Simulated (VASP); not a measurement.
Cu, 1 atom in the cell. It takes space group Pm-3m (No. 221, cubic). Conventional cell: a = 2.208 Å, b = 2.208 Å, c = 2.208 Å, α = 90.00°, β = 90.00°, γ = 90.00°. Within 2.9 Å of Cu (site symmetry m-3m) lie 6 Cu at 2.21 Å. 

* Program: VASP 6.6.1
* Task: single point
* Functional: PBEsol
* Potentials or basis: VASP PAW PBE potentials, release 64 (Cu)
* Cutoff: 520 eV
* k mesh: 10 × 10 × 10
* Occupations: fermi-dirac, width 0.1 eV
* Spin: no spin polarisation
* Dipole correction: no
* Further INCAR settings: ALGO = Normal; EDIFF = 1e-06; NBANDS = 12

Potentials or basis: VASP PAW PBE potentials, release 64 (Cu).

Launch:

```sh
$ cat potpaw_PBE.64/Cu/POTCAR > POTCAR
$ mpirun -np 1 vasp_std > vasp.out
```

Hardware: 1 thread of Intel Xeon 8259CL, with other jobs on the host.

Problem. Estimate the wall time of this run.

Solution. Run time: 5.7 s on 1 thread of Intel Xeon 8259CL, with other jobs on the host, peak memory 0.12 GiB. Counts: scf iterations 11, k points 56.
